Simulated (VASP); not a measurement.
Here is a VASP 6.6.1 calculation.

The input INCAR:

```
ALGO = Normal ; EDIFF = 1E-6
ENCUT = 520 ; GGA = PS
ISIF = 2 ; ISMEAR = -1
LASPH = True ; LCHARG = False
LREAL = False ; LWAVE = False
NBANDS = 14 ; NELM = 60
PREC = Accurate ; SIGMA = 0.02
```

KPOINTS

```
k-points
0
Gamma
  8 8 8
```

File POSCAR:

```
NaCl
1.0
    2.9160926721      0.0000000000      0.0000000000
    0.0000000000      2.9160926721      0.0000000000
    0.0000000000      0.0000000000      2.9160926721
Na Cl
1 1
Direct
    0.0000000000      0.0000000000      0.0000000000
    0.5000000000      0.5000000000      0.5000000000
```

Potentials or basis: VASP PAW PBE potentials, release 64 (Na_pv, Cl).

Run with:

```console
$ cat potpaw_PBE.64/Na_pv/POTCAR potpaw_PBE.64/Cl/POTCAR > POTCAR
$ mpirun -np 1 vasp_std > vasp.out
```

Q: Predict the band gap on the k mesh.

A: 4.43 eV, direct.

Q: What does it give for the pressure?

A: 47.0 GPa.

Caveat: the PAW data sets were made with another functional, which shifts forces and pressure a little. A k mesh can miss the band edges.
